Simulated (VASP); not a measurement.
# Ru (P6_3/mmc) in VASP: notebook

The runs below take Ru through single point, with PBEsol.

Program: VASP 6.6.1. These are calculated values, not measurements. Logs are shortened: lines on timing, memory, paths and dates and some standing lists are left out, and cuts for length are marked.

## 1. The cell of the first run

Symmetry: P6_3/mmc, No. 194, hexagonal system. The conventional cell has a = 2.878 Å, b = 2.878 Å, c = 4.048 Å, α = 90.00°, β = 90.00°, γ = 120.00°. Within 3.5 Å of Ru (site symmetry -6m2) lie 12 Ru at 2.62 to 2.88 Å.

## 2. Single point, PBEsol

File INCAR:

```
ALGO     = Fast           # electronic algorithm
EDIFF    = 1E-7           # SCF threshold, eV
ENCUT    = 520            # plane-wave cutoff, eV
GGA      = PS             # functional
ISIF     = 2              # what is computed and relaxed
ISMEAR   = 0              # smearing method
LASPH    = T              # aspherical terms in the spheres
LCHARG   = F              # write CHGCAR
LREAL    = F              # projectors in reciprocal space
LWAVE    = F              # write WAVECAR
NBANDS   = 21             # bands
NELM     = 80             # most SCF steps
PREC     = Accurate       # precision mode
SIGMA    = 0.15           # smearing width, eV
```

File KPOINTS:

```
k-points
0
Gamma
  18 18 10
```

File POSCAR:

```
Ru
1.0
    2.8780000000      0.0000000000      0.0000000000
   -1.4390000000      2.4924211121      0.0000000000
    0.0000000000      0.0000000000      4.0483000000
Ru
2
Direct
    0.3333333333      0.6666666667      0.2500000000
    0.6666666667      0.3333333333      0.7500000000
```

Potentials or basis: VASP PAW PBE potentials, release 64 (Ru_pv).

Run with:

```console
> cat potpaw_PBE.64/Ru_pv/POTCAR > POTCAR
> mpirun -np 1 vasp_std > vasp.out
```

OUTCAR:

```text
EDIFF = 1E-7
   ENCUT = 520
   GGA = PS
   ISIF = 2
   ISMEAR = 0
   LASPH = T
   LREAL = F
   NELM = 80
   PREC = Accurate

 ion  position               nearest neighbor table
   1  0.333  0.667  0.250-   2 2.62   2 2.62   2 2.62   2 2.62   2 2.62   2 2.62
   2  0.667  0.333  0.750-   1 2.62   1 2.62   1 2.62   1 2.62   1 2.62   1 2.62

  LATTYP: Found a hexagonal cell.
 ALAT       =     2.8780000000
 C/A-ratio  =     1.4066365532

  Lattice vectors:

 A1 = (   2.8780000000,   0.0000000000,   0.0000000000)
 A2 = (  -1.4390000000,   2.4924211121,   0.0000000000)
 A3 = (   0.0000000000,   0.0000000000,   4.0483000000)

Analysis of symmetry for initial positions (statically):
=====================================================================
 Subroutine PRICEL returns:
 Original cell was already a primitive cell.

 Routine SETGRP: Setting up the symmetry group for a
 hexagonal supercell.

 Subroutine GETGRP returns: Found 24 space group operations
 (whereof 12 operations were pure point group operations)
 out of a pool of 24 trial point group operations.

The static configuration has the point symmetry D_3d.
 The point group associated with its full space group is D_6h.

Analysis of symmetry for dynamics (positions and initial velocities):
=====================================================================
 Subroutine PRICEL returns:
 Original cell was already a primitive cell.

 Routine SETGRP: Setting up the symmetry group for a
 hexagonal supercell.

 Subroutine GETGRP returns: Found 24 space group operations
 (whereof 12 operations were pure point group operations)
 out of a pool of 24 trial point group operations.

The dynamic configuration has the point symmetry D_3d.
 The point group associated with its full space group is D_6h.

 Subroutine INISYM returns: Found 24 space group operations
 (whereof 12 operations are pure point group operations),
 and found     1 'primitive' translations

----------------------------------------------------------------------------------------

                                     Primitive cell

  volume of cell :      29.0392

  direct lattice vectors                    reciprocal lattice vectors
     2.878000000  0.000000000  0.000000000     0.347463516  0.200608155  0.000000000
    -1.439000000  2.492421112  0.000000000     0.000000000  0.401216309  0.000000000
     0.000000000  0.000000000  4.048300000     0.000000000  0.000000000  0.247017267

  length of vectors
     2.878000000  2.878000000  4.048300000     0.401216309  0.401216309  0.247017267

  position of ions in fractional coordinates (direct lattice)
     0.333333333  0.666666667  0.250000000
     0.666666667  0.333333333  0.750000000

  ion indices of the primitive-cell ions
   primitive index   ion index
                 1           1
                 2           2

----------------------------------------------------------------------------------------

 KPOINTS: k-points

Automatic generation of k-mesh.
 Grid dimensions read from file:
 generate k-points for:   18   18   10

 Generating k-lattice:

  Cartesian coordinates                     Fractional coordinates (reciprocal lattice)
     0.019303529  0.011144897  0.000000000     0.055555556  0.000000000  0.000000000
     0.000000000  0.022289795  0.000000000     0.000000000  0.055555556  0.000000000
     0.000000000  0.000000000  0.024701727     0.000000000  0.000000000  0.100000000

  Length of vectors
     0.022289795  0.022289795  0.024701727

  Shift w.r.t. Gamma in fractional coordinates (k-lattice)
     0.000000000  0.000000000  0.000000000

 Subroutine IBZKPT returns following result:
 ===========================================

 Found    222 irreducible k-points:

 Following reciprocal coordinates:
            Coordinates               Weight
  0.000000  0.000000  0.000000      1.000000
  0.055556  0.000000  0.000000      6.000000
  0.111111  0.000000  0.000000      6.000000
  0.166667  0.000000  0.000000      6.000000
  0.222222  0.000000  0.000000      6.000000
  0.277778  0.000000  0.000000      6.000000
[... 16 lines left out ...]
  0.333333  0.111111  0.000000     12.000000
  0.388889  0.111111  0.000000     12.000000
 [... further k-points ...]
   k-points           NKPTS =    222   k-points in BZ     NKDIM =    222   number of bands    NBANDS=     21
   number of dos      NEDOS =    301   number of ions     NIONS =      2
   total plane-waves  NPLWV =  17280
   dimension x,y,z NGX =    24 NGY =   24 NGZ =   30
   dimension x,y,z NGXF=    48 NGYF=   48 NGZF=   60
   ions per type =               2
   NGX,Y,Z   is equivalent  to a cutoff of  13.86, 13.86, 12.32 a.u.
   NGXF,Y,Z  is equivalent  to a cutoff of  27.73, 27.73, 24.64 a.u.
 SYSTEM =  unknown system
   PREC   = accura    normal or accurate (medium, high low for compatibility)
   ISTART =      0    job   : 0-new  1-cont  2-samecut
   ICHARG =      2    charge: 1-file 2-atom 10-const
   ISPIN  =      1    spin polarized calculation?
   LNONCOLLINEAR =      F non collinear calculations
   LSORBIT =      F    spin-orbit coupling
   LASPH  =      T    aspherical Exc in radial PAW
   ENCUT  =  520.0 eV  38.22 Ry    6.18 a.u.   5.35  5.35  7.53*2*pi/ulx,y,z
   NELM   =     80;   NELMIN=  2; NELMDL= -5     # of ELM steps
   EDIFF  = 0.1E-06   stopping-criterion for ELM
   LREAL  =      F    real-space projection
   EDIFFG = 0.1E-05   stopping-criterion for IOM
   NSW    =      0    number of steps for IOM
   IBRION =     -1    ionic relax: 0-MD 1-quasi-New 2-CG
   NFREE  =      0    steps in history (QN), initial steepest desc. (CG)
   ISIF   =      2    stress and relaxation
   ISYM   =      2    0-nonsym 1-usesym 2-fastsym
   POTIM  = 0.5000    time-step for ionic-motion
   TEBEG  =    0.0;   TEEND  =   0.0 temperature during run
   PSTRESS=    0.0 pullay stress
   NELECT =      28.0000    total number of electrons
   NUPDOWN=      -1.0000    fix difference up-down
   EMIN   =  10.00;   EMAX   =-10.00  energy-range for DOS
   EFERMI =   0.00;   METHOD = LEGACY
   ISMEAR =     0;   SIGMA  =   0.15  broadening in eV -4-tet -1-fermi 0-gaus
   EFERMI_NEDOS =   21; number of points for ismear=-14 and -15
   IALGO  =     68    algorithm
   IMIX   =      4    mixing-type and parameters
     AMIX     =   0.40;   BMIX     =  1.00
     AMIX_MAG =   1.60;   BMIX_MAG =  1.00
  volume/ion in A,a.u.               =      14.52        97.98
  Fermi-wavevector in a.u.,A,eV,Ry     =   1.617332  3.056315 35.589618  2.615763
  Thomas-Fermi vector in A             =   2.711774
   LORBIT       =      0    0 simple, 1 ext, 2 COOP (PROOUT), +10 PAW based schemes
   GGA     = PS    functional components
   LHFCALC =     F    Hartree Fock is set to
   AEXX    =    0.0000 exact exchange contribution
   IVDW    =     0    specifies the selected vdW correction
   LEPSILON=     F    determine dielectric tensor
   LRPA    =     F    only Hartree local field effects (RPA)
 non-spin polarized calculation
 RMM-DIIS sequential band-by-band and
 Gauss-broadening in eV      SIGMA  =   0.15
  energy-cutoff  :      520.00
  volume of cell :       29.04
 maximum number of plane-waves:       808
 NGX is ok and might be reduce to    24
   NGX = 11   NGY = 11   NGZ = 15

 number of electron      28.0000008 magnetization

 Free energy of the ion-electron system (eV)
  ---------------------------------------------------
  ext. energy  EPLUGINS =         0.00000000
  ---------------------------------------------------
  free energy    TOTEN  =       -19.90015199 eV

  energy without entropy =      -19.87668083  energy(sigma->0) =      -19.88841641

 E-fermi :  11.5675     XC(G=0): -13.8499

 val. band max:       11.5663556573   @ k =   0.1667   0.1667   0.2000
 cond. band min:      11.5756027029   @ k =   0.0556   0.0556   0.1000
 fundamental gap:      0.0092470455
 Fermi energy:        11.5675057107

 k-point     1 :       0.0000    0.0000    0.0000
  band No.  band energies     occupation
      1     -31.9844      2.00000
      2     -31.2088      2.00000
      3     -31.2088      2.00000
      4     -30.9623      2.00000
      5     -30.9623      2.00000
      6     -30.8421      2.00000
[... 13 lines left out ...]
     20      22.6313      0.00000
     21      25.8682      0.00000

 k-point     2 :       0.0556    0.0000    0.0000
  band No.  band energies     occupation
      1     -31.9755      2.00000
      2     -31.2203      2.00000
      3     -31.2143      2.00000
      4     -30.9756      2.00000
      5     -30.9627      2.00000
      6     -30.8486      2.00000
[... 13 lines left out ...]
     20      22.6110      0.00000
     21      25.9318      0.00000

 k-point     3 :       0.1111    0.0000    0.0000
  band No.  band energies     occupation
      1     -31.9491      2.00000
      2     -31.2538      2.00000
      3     -31.2298      2.00000
      4     -31.0134      2.00000
      5     -30.9640      2.00000
      6     -30.8679      2.00000
[... 13 lines left out ...]
     20      21.9227      0.00000
     21      22.6043      0.00000

 k-point     4 :       0.1667    0.0000    0.0000
  band No.  band energies     occupation
      1     -31.9066      2.00000
      2     -31.3053      2.00000
      3     -31.2529      2.00000
      4     -31.0705      2.00000
      5     -30.9667      2.00000
      6     -30.8995      2.00000
[... 13 lines left out ...]
     20      21.9226      0.00000
     21      22.5483      0.00000

 k-point     5 :       0.2222    0.0000    0.0000
  band No.  band energies     occupation
      1     -31.8504      2.00000
      2     -31.3691      2.00000
      3     -31.2803      2.00000
      4     -31.1389      2.00000
      5     -30.9710      2.00000
      6     -30.9424      2.00000
[... 13 lines left out ...]
     20      22.4328      0.00000
     21      24.7926      0.00000
[... 382 lines left out ...]
     20      22.9390      0.00000
     21      24.5201      0.00000

 k-point    22 :       0.2778    0.1111    0.0000
  band No.  band energies     occupation
      1     -31.6899      2.00000
      2     -31.4972      2.00000
      3     -31.3848      2.00000
      4     -31.2463      2.00000
      5     -31.0716      2.00000
      6     -31.0095      2.00000
[... 13 lines left out ...]
     20      22.3998      0.00000
     21      23.4471      0.00000

 k-point    23 :       0.3333    0.1111    0.0000
  band No.  band energies     occupation
      1     -31.6189      2.00000
      2     -31.5508      2.00000
      3     -31.3954      2.00000
      4     -31.2975      2.00000
      5     -31.1323      2.00000
      6     -31.0172      2.00000
[... 13 lines left out ...]
     20      22.5204      0.00000
     21      22.9923      0.00000

 k-point    24 :       0.3889    0.1111    0.0000
  band No.  band energies     occupation
      1     -31.5859      2.00000
      2     -31.5605      2.00000
      3     -31.3930      2.00000
      4     -31.3398      2.00000
      5     -31.1839      2.00000
      6     -31.0222      2.00000
[... 13 lines left out ...]
     20      22.6193      0.00000
     21      23.9917      0.00000

 [... further k-points ...]
[... 5 lines left out ...]
  --------------------------------------------------------------------------------------
  -------------------------------------------------------------------------------------
  Total       -5.6204370     -5.6204370      0.8366859      0.0000000      0.0000000     -0.0000000
  in kB     -310.0957170   -310.0957170     46.1623727      0.0000000      0.0000000     -0.0000000
  external PRESSURE =    -191.3430204 kB  Pullay stress =       0.0000000 kB

 VOLUME and BASIS-vectors are now :
 -----------------------------------------------------------------------------
  energy-cutoff  :      520.00
  volume of cell :       29.04
      direct lattice vectors                 reciprocal lattice vectors
     2.878000000  0.000000000  0.000000000     0.347463516  0.200608155  0.000000000
    -1.439000000  2.492421112  0.000000000     0.000000000  0.401216309  0.000000000
     0.000000000  0.000000000  4.048300000     0.000000000  0.000000000  0.247017267

 POSITION                                       TOTAL-FORCE (eV/Angst)
 -----------------------------------------------------------------------------------
     -0.00000      1.66161      1.01208         0.000000     -0.000000      0.000000
      1.43900      0.83081      3.03622        -0.000000      0.000000      0.000000
 -----------------------------------------------------------------------------------
    total drift:                               -0.000000      0.000000     -0.000000

  FREE ENERGIE OF THE ION-ELECTRON SYSTEM (eV)
  ---------------------------------------------------
  free  energy   TOTEN  =       -19.9001519917 eV

  energy  without entropy=      -19.8766808301  energy(sigma->0) =      -19.88841641
```

Wall time 47 s (1 thread of Intel Xeon 6975P-C (Granite Rapids), shared host); peak memory 0.22 GiB.

What came out:

```
Free energy            : -19.9002 eV
Pressure               : -19.1 GPa
Band gap on the k mesh : zero (band 14 reaches 12.75 eV, above the bottom of band 15 at 10.25 eV)
```

Stress tensor (GPa, compression positive):
```
-31.01   0.00   0.00
  0.00 -31.01   0.00
  0.00   0.00   4.62
```

Caveat: the PAW data sets were made with another functional, which shifts forces and pressure a little.

[end of part 1 of 2]
